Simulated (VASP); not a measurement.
Input of a VASP 6.6.1 run:

Contents of POSCAR:

```
NaI
1.0
    4.0405365658      0.0000000000      0.0000000000
    0.0000000000      4.0405365658      0.0000000000
    0.0000000000      0.0000000000      4.0405365658
Na I
1 1
Direct
    0.0000000000      0.0000000000      0.0000000000
    0.5000000000      0.5000000000      0.5000000000
```

The input INCAR.step1:

```
PREC     = Accurate       # precision mode
ENCUT    = 500            # plane-wave cutoff, eV
EDIFF    = 1E-8           # SCF threshold, eV
ISMEAR   = 0              # smearing method
SIGMA    = 0.01           # smearing width, eV
LREAL    = F              # projectors in reciprocal space
LASPH    = T              # aspherical terms in the spheres
NELM     = 100            # most SCF steps
ALGO     = Normal         # electronic algorithm
LWAVE    = T              # write WAVECAR
LCHARG   = F              # write CHGCAR
GGA      = CA             # functional
```

The input INCAR.step2:

```
PREC     = Accurate       # precision mode
ENCUT    = 500            # plane-wave cutoff, eV
EDIFF    = 1E-8           # SCF threshold, eV
ISMEAR   = 0              # smearing method
SIGMA    = 0.01           # smearing width, eV
LREAL    = F              # projectors in reciprocal space
LASPH    = T              # aspherical terms in the spheres
NELM     = 1              # most SCF steps
ALGO     = Exact          # electronic algorithm
LWAVE    = T              # write WAVECAR
LCHARG   = F              # write CHGCAR
GGA      = CA             # functional
NBANDS   = 256            # bands
LOPTICS  = T              # frequency-dependent dielectric function
ISTART   = 1
```

INCAR.step3

```
PREC     = Accurate       # precision mode
ENCUT    = 500            # plane-wave cutoff, eV
EDIFF    = 1E-8           # SCF threshold, eV
ISMEAR   = 0              # smearing method
SIGMA    = 0.01           # smearing width, eV
LREAL    = F              # projectors in reciprocal space
LASPH    = T              # aspherical terms in the spheres
ALGO     = EVGW0          # electronic algorithm
LWAVE    = F              # write WAVECAR
LCHARG   = F              # write CHGCAR
GGA      = CA             # functional
NELMGW   = 1            
NBANDS   = 256            # bands
ENCUTGW  = 140.0          # cutoff of the response function
NOMEGA   = 48             # frequency points
PRECFOCK = Fast         
ISTART   = 1            
NBANDSGW = 16
```

The input KPOINTS:

```
Automatic mesh
0
Gamma
  4 4 4
```

Potentials or basis: VASP PAW LDA potentials, release 64 (Na_sv_GW, I_GW).

Run with:

```bash
$ cat potpaw_LDA.64/Na_sv_GW/POTCAR potpaw_LDA.64/I_GW/POTCAR > POTCAR
$ cp INCAR.step1 INCAR
$ mpirun -np 1 vasp_std > vasp.out
$ cp INCAR.step2 INCAR
$ mpirun -np 1 vasp_std > vasp.out
$ cp INCAR.step3 INCAR
$ mpirun -np 1 vasp_std > vasp.out
```

Q: Estimate the quasiparticle gap.

A: 4.05 eV.

Q: Predict the least direct quasiparticle gap.

A: 4.53 eV.

Q: Estimate the band gap of the starting levels on the mesh.

A: 2.03 eV.

Caveat: the k points lie up to 0.39 Å⁻¹ apart; bands, screening cutoff and mesh are small and nothing is extrapolated, so the quasiparticle values aren't converged; the structure was generated, so it needn't be the stable form of NaI; spin-orbit coupling is left out, which moves the levels of the heavy elements.
